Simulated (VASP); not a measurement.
# Pd (Fm-3m) in VASP: notebook

Runs on Pd. Level: PBE. Tasks: single point.

Program: VASP 6.6.1. These are calculated values, not measurements. Logs are shortened: lines on timing, memory, paths and dates and some standing lists are left out, and cuts for length are marked.

### 1 The cell of the first run

Symmetry: Fm-3m, No. 225, cubic system. Conventional cell: a = 3.632 Å, b = 3.632 Å, c = 3.632 Å, α = 90.00°, β = 90.00°, γ = 90.00°. Pd (site symmetry m-3m) has 12 Pd at 2.57 Å within 3.4 Å.

### 2 Single point, PBE

INCAR reads:

```
SYSTEM = Pd
PREC     = Accurate       ! precision mode
ENCUT    = 520            ! plane-wave cutoff, eV
EDIFF    = 1E-6           ! SCF threshold, eV
ISMEAR   = 0              ! smearing method
SIGMA    = 0.025          ! smearing width, eV
LREAL    = .False.        ! projectors in reciprocal space
LASPH    = .True.         ! aspherical terms in the spheres
NELM     = 80             ! most SCF steps
ALGO     = Normal         ! electronic algorithm
ISIF     = 2              ! what is computed and relaxed
LWAVE    = .False.        ! write WAVECAR
LCHARG   = .True.         ! write CHGCAR
GGA      = PE             ! functional
LELF     = .True.         ! ELF
LVHAR    = .True.       
NBANDS   = 11             ! bands
```

KPOINTS reads:

```
Automatic mesh
0
Gamma
  16 16 16
  0 0 0
```

POSCAR reads:

```
Pd
1.0
    0.0000000000      1.8162469649      1.8162469649
    1.8162469649      0.0000000000      1.8162469649
    1.8162469649      1.8162469649      0.0000000000
Pd
1
Direct
    0.0000000000      0.0000000000      0.0000000000
```

Potentials or basis: VASP PAW PBE potentials, release 64 (Pd).

The run is started by

```
cat potpaw_PBE.64/Pd/POTCAR > POTCAR
mpirun -np 1 vasp_std > vasp.out
```

OUTCAR:

```text
SYSTEM = Pd
   PREC = Accurate
   ENCUT = 520
   EDIFF = 1E-6
   ISMEAR = 0
   LREAL = .False.
   LASPH = .True.
   NELM = 80
   ISIF = 2
   GGA = PE

 ion  position               nearest neighbor table
   1  0.000  0.000  0.000-

  LATTYP: Found a face centered cubic cell.
 ALAT       =     3.6324939298

  Lattice vectors:

 A1 = (   0.0000000000,   1.8162469649,   1.8162469649)
 A2 = (   1.8162469649,   0.0000000000,   1.8162469649)
 A3 = (   1.8162469649,   1.8162469649,   0.0000000000)

Analysis of symmetry for initial positions (statically):
=====================================================================
 Subroutine PRICEL returns:
 Original cell was already a primitive cell.

 Routine SETGRP: Setting up the symmetry group for a
 face centered cubic supercell.

 Subroutine GETGRP returns: Found 48 space group operations
 (whereof 48 operations were pure point group operations)
 out of a pool of 48 trial point group operations.

The static configuration has the point symmetry O_h .

Analysis of symmetry for dynamics (positions and initial velocities):
=====================================================================
 Subroutine PRICEL returns:
 Original cell was already a primitive cell.

 Routine SETGRP: Setting up the symmetry group for a
 face centered cubic supercell.

 Subroutine GETGRP returns: Found 48 space group operations
 (whereof 48 operations were pure point group operations)
 out of a pool of 48 trial point group operations.

The dynamic configuration has the point symmetry O_h .

 Subroutine INISYM returns: Found 48 space group operations
 (whereof 48 operations are pure point group operations),
 and found     1 'primitive' translations

----------------------------------------------------------------------------------------

                                     Primitive cell

  volume of cell :      11.9827

  direct lattice vectors                    reciprocal lattice vectors
     0.000000000  1.816246965  1.816246965    -0.275292958  0.275292958  0.275292958
     1.816246965  0.000000000  1.816246965     0.275292958 -0.275292958  0.275292958
     1.816246965  1.816246965  0.000000000     0.275292958  0.275292958 -0.275292958

  length of vectors
     2.568561090  2.568561090  2.568561090     0.476821391  0.476821391  0.476821391

  position of ions in fractional coordinates (direct lattice)
     0.000000000  0.000000000  0.000000000

  ion indices of the primitive-cell ions
   primitive index   ion index
                 1           1

----------------------------------------------------------------------------------------

 KPOINTS: Automatic mesh

Automatic generation of k-mesh.
 Grid dimensions read from file:
 generate k-points for:   16   16   16

 Generating k-lattice:

  Cartesian coordinates                     Fractional coordinates (reciprocal lattice)
    -0.017205810  0.017205810  0.017205810     0.062500000  0.000000000  0.000000000
     0.017205810 -0.017205810  0.017205810     0.000000000  0.062500000  0.000000000
     0.017205810  0.017205810 -0.017205810     0.000000000  0.000000000  0.062500000

  Length of vectors
     0.029801337  0.029801337  0.029801337

  Shift w.r.t. Gamma in fractional coordinates (k-lattice)
     0.000000000  0.000000000  0.000000000

 Subroutine IBZKPT returns following result:
 ===========================================

 Found    145 irreducible k-points:

 Following reciprocal coordinates:
            Coordinates               Weight
  0.000000  0.000000  0.000000      1.000000
  0.062500  0.000000  0.000000      8.000000
  0.125000  0.000000  0.000000      8.000000
  0.187500  0.000000  0.000000      8.000000
  0.250000  0.000000  0.000000      8.000000
  0.312500  0.000000  0.000000      8.000000
[... 16 lines left out ...]
 -0.125000  0.062500  0.000000     24.000000
 -0.062500  0.062500  0.000000     12.000000
 [... further k-points ...]
   k-points           NKPTS =    145   k-points in BZ     NKDIM =    145   number of bands    NBANDS=     11
   number of dos      NEDOS =    301   number of ions     NIONS =      1
   total plane-waves  NPLWV =   8000
   dimension x,y,z NGX =    20 NGY =   20 NGZ =   20
   dimension x,y,z NGXF=    40 NGYF=   40 NGZF=   40
   ions per type =               1
   NGX,Y,Z   is equivalent  to a cutoff of  12.94, 12.94, 12.94 a.u.
   NGXF,Y,Z  is equivalent  to a cutoff of  25.89, 25.89, 25.89 a.u.
 SYSTEM =  Pd
   PREC   = accura    normal or accurate (medium, high low for compatibility)
   ISTART =      0    job   : 0-new  1-cont  2-samecut
   ICHARG =      2    charge: 1-file 2-atom 10-const
   ISPIN  =      1    spin polarized calculation?
   LNONCOLLINEAR =      F non collinear calculations
   LSORBIT =      F    spin-orbit coupling
   LASPH  =      T    aspherical Exc in radial PAW
   ENCUT  =  520.0 eV  38.22 Ry    6.18 a.u.   4.78  4.78  4.78*2*pi/ulx,y,z
   NELM   =     80;   NELMIN=  2; NELMDL= -5     # of ELM steps
   EDIFF  = 0.1E-05   stopping-criterion for ELM
   LREAL  =      F    real-space projection
   EDIFFG = 0.1E-04   stopping-criterion for IOM
   NSW    =      0    number of steps for IOM
   IBRION =     -1    ionic relax: 0-MD 1-quasi-New 2-CG
   NFREE  =      0    steps in history (QN), initial steepest desc. (CG)
   ISIF   =      2    stress and relaxation
   ISYM   =      2    0-nonsym 1-usesym 2-fastsym
   POTIM  = 0.5000    time-step for ionic-motion
   TEBEG  =    0.0;   TEEND  =   0.0 temperature during run
   PSTRESS=    0.0 pullay stress
   NELECT =      10.0000    total number of electrons
   NUPDOWN=      -1.0000    fix difference up-down
   EMIN   =  10.00;   EMAX   =-10.00  energy-range for DOS
   EFERMI =   0.00;   METHOD = LEGACY
   ISMEAR =     0;   SIGMA  =   0.03  broadening in eV -4-tet -1-fermi 0-gaus
   EFERMI_NEDOS =   21; number of points for ismear=-14 and -15
   IALGO  =     38    algorithm
   IMIX   =      4    mixing-type and parameters
     AMIX     =   0.40;   BMIX     =  1.00
     AMIX_MAG =   1.60;   BMIX_MAG =  1.00
  volume/ion in A,a.u.               =      11.98        80.86
  Fermi-wavevector in a.u.,A,eV,Ry     =   1.541310  2.912653 32.322487  2.375636
  Thomas-Fermi vector in A             =   2.647274
   LORBIT       =      0    0 simple, 1 ext, 2 COOP (PROOUT), +10 PAW based schemes
   GGA     = PE    functional components
   LHFCALC =     F    Hartree Fock is set to
   AEXX    =    0.0000 exact exchange contribution
   IVDW    =     0    specifies the selected vdW correction
   LEPSILON=     F    determine dielectric tensor
   LRPA    =     F    only Hartree local field effects (RPA)
 non-spin polarized calculation
 Gauss-broadening in eV      SIGMA  =   0.03
  energy-cutoff  :      520.00
  volume of cell :       11.98
 maximum number of plane-waves:       332
   NGX =  9   NGY =  9   NGZ =  9

 number of electron      10.0000001 magnetization

 Free energy of the ion-electron system (eV)
  ---------------------------------------------------
  ext. energy  EPLUGINS =         0.00000000
  ---------------------------------------------------
  free energy    TOTEN  =        -4.57602074 eV

  energy without entropy =       -4.57539954  energy(sigma->0) =       -4.57571014

 E-fermi :  13.7942     XC(G=0): -14.5225

 val. band max:       13.7921044303   @ k =   0.4375   0.1875   0.0000
 cond. band min:      13.7950523765   @ k =   0.5000   0.1250   0.0000
 fundamental gap:      0.0029479462
 Fermi energy:        13.7941863569

 k-point     1 :       0.0000    0.0000    0.0000
  band No.  band energies     occupation
      1       4.8701      2.00000
      2       9.7989      2.00000
      3       9.7989      2.00000
      4       9.7989      2.00000
      5      12.0585      2.00000
      6      12.0585      2.00000
      7      30.7776      0.00000
      8      36.7927      0.00000
      9      36.7927      0.00000
     10      36.7927      0.00000
     11      39.0847      0.00000

 k-point     2 :       0.0625    0.0000    0.0000
  band No.  band energies     occupation
      1       5.0420      2.00000
      2       9.7248      2.00000
      3       9.8660      2.00000
      4       9.8660      2.00000
      5      12.0213      2.00000
      6      12.0213      2.00000
      7      31.0265      0.00000
      8      35.8416      0.00000
      9      37.0450      0.00000
     10      37.0450      0.00000
     11      39.0979      0.00000

 k-point     3 :       0.1250    0.0000    0.0000
  band No.  band energies     occupation
      1       5.5256      2.00000
      2       9.5539      2.00000
      3      10.0331      2.00000
      4      10.0331      2.00000
      5      11.9509      2.00000
      6      11.9509      2.00000
      7      31.6677      0.00000
      8      33.9886      0.00000
      9      37.7706      0.00000
     10      37.7706      0.00000
     11      39.1046      0.00000

 k-point     4 :       0.1875    0.0000    0.0000
  band No.  band energies     occupation
      1       6.1906      2.00000
      2       9.4600      2.00000
      3      10.1872      2.00000
      4      10.1872      2.00000
      5      11.9756      2.00000
      6      11.9756      2.00000
      7      31.9010      0.00000
      8      32.4408      0.00000
      9      38.8711      0.00000
     10      38.8711      0.00000
     11      39.0999      0.00000

 k-point     5 :       0.2500    0.0000    0.0000
  band No.  band energies     occupation
      1       6.7230      2.00000
      2       9.7919      2.00000
      3      10.1895      2.00000
      4      10.1895      2.00000
      5      12.2395      2.00000
      6      12.2395      2.00000
      7      29.9138      0.00000
      8      32.5054      0.00000
      9      39.0926      0.00000
     10      40.0784      0.00000
     11      40.0784      0.00000
[... 211 lines left out ...]
 k-point    21 :      -0.2500    0.0625    0.0000
  band No.  band energies     occupation
      1       6.9572      2.00000
      2       9.7607      2.00000
      3      10.1963      2.00000
      4      10.2492      2.00000
      5      12.0096      2.00000
      6      12.9411      2.00000
      7      29.3212      0.00000
      8      32.4665      0.00000
      9      38.2859      0.00000
     10      39.0961      0.00000
     11      40.2539      0.00000

 k-point    22 :      -0.1875    0.0625    0.0000
  band No.  band energies     occupation
      1       6.5474      2.00000
      2       9.3293      2.00000
      3      10.2621      2.00000
      4      10.3040      2.00000
      5      11.6798      2.00000
      6      12.4370      2.00000
      7      31.3500      0.00000
      8      32.6728      0.00000
      9      37.9082      0.00000
     10      39.0848      0.00000
     11      40.2306      0.00000

 k-point    23 :      -0.1250    0.0625    0.0000
  band No.  band energies     occupation
      1       5.8797      2.00000
      2       9.3829      2.00000
      3      10.1529      2.00000
      4      10.1913      2.00000
      5      11.6842      2.00000
      6      12.1752      2.00000
      7      32.0900      0.00000
      8      33.2994      0.00000
      9      37.1881      0.00000
     10      38.8224      0.00000
     11      39.1022      0.00000

 k-point    24 :      -0.0625    0.0625    0.0000
  band No.  band energies     occupation
      1       5.3197      2.00000
      2       9.5843      2.00000
      3       9.9575      2.00000
      4      10.0121      2.00000
      5      11.8556      2.00000
      6      12.0865      2.00000
      7      31.4136      0.00000
      8      34.9286      0.00000
      9      36.8644      0.00000
     10      37.7241      0.00000
     11      39.1039      0.00000

 [... further k-points ...]
[... 5 lines left out ...]
  --------------------------------------------------------------------------------------
  -------------------------------------------------------------------------------------
  Total        5.9794807      5.9794807      5.9794807      0.0000000      0.0000000     -0.0000000
  in kB      799.5016256    799.5016256    799.5016256      0.0000000      0.0000000     -0.0000000
  external PRESSURE =     799.5016256 kB  Pullay stress =       0.0000000 kB

 VOLUME and BASIS-vectors are now :
 -----------------------------------------------------------------------------
  energy-cutoff  :      520.00
  volume of cell :       11.98
      direct lattice vectors                 reciprocal lattice vectors
     0.000000000  1.816246965  1.816246965    -0.275292958  0.275292958  0.275292958
     1.816246965  0.000000000  1.816246965     0.275292958 -0.275292958  0.275292958
     1.816246965  1.816246965  0.000000000     0.275292958  0.275292958 -0.275292958

 POSITION                                       TOTAL-FORCE (eV/Angst)
 -----------------------------------------------------------------------------------
      0.00000      0.00000      0.00000         0.000000      0.000000      0.000000
 -----------------------------------------------------------------------------------
    total drift:                                0.000000      0.000000      0.000000

  FREE ENERGIE OF THE ION-ELECTRON SYSTEM (eV)
  ---------------------------------------------------
  free  energy   TOTEN  =        -4.5760207377 eV

  energy  without entropy=       -4.5753995397  energy(sigma->0) =       -4.57571014
```

It took 9.4 s on 1 thread of Intel Xeon 6975P-C (Granite Rapids), shared host; peak memory 0.14 GiB.

What came out:

| Quantity | Value |
| --- | --- |
| Free energy | -4.5760 eV |
| Pressure | 80.0 GPa |
| Band gap on the k mesh | zero (band 5 reaches 14.22 eV, above the bottom of band 6 at 11.95 eV) |

### 3 Single point, PBE (volume scaled by 0.88)

INCAR reads:

```
PREC = Accurate
ENCUT = 520
EDIFF = 1E-7
ISMEAR = -1
SIGMA = 0.1
LREAL = F
LASPH = T
NELM = 100
ALGO = Normal
ISIF = 2
LWAVE = F
LCHARG = F
GGA = PE
NBANDS = 11
```

KPOINTS reads:

```
Automatic mesh
0
Gamma
  16 16 16
```

POSCAR reads:

```
Pd
1.0
    0.0000000000      1.8907651607      1.8907651607
    1.8907651607      0.0000000000      1.8907651607
    1.8907651607      1.8907651607      0.0000000000
Pd
1
Direct
    0.0000000000      0.0000000000      0.0000000000
```

Potentials or basis: VASP PAW PBE potentials, release 64 (Pd).

The run is started by

```
cat potpaw_PBE.64/Pd/POTCAR > POTCAR
mpirun -np 1 vasp_std > vasp.out
```

Wall time 10 s (1 thread of Intel Xeon 6975P-C (Granite Rapids), shared host); peak memory 0.14 GiB.

It converged, with:

```
Free energy            : -5.1050 eV
Pressure               : 29.7 GPa
Band gap on the k mesh : zero (band 5 reaches 11.70 eV, above the bottom of band 6 at 9.85 eV)
```

Levels at points of the mesh, in eV from the Fermi level:
```tsv
k point	band 1	band 2	band 3	band 4	band 5	band 6	band 7	band 8	band 9	band 10
(0.00, 0.00, 0.00)	-7.89	-3.31	-3.31	-3.31	-1.45	-1.45	17.14	22.43	22.43	22.43
(0.50, 0.00, 0.00)	-6.06	-3.37	-3.37	-0.06	-0.06	0.77	8.02	16.53	21.91	21.91
(0.50, 0.50, 0.00)	-6.23	-5.90	-0.09	0.31	0.31	3.31	11.68	13.64	13.64	22.83
```
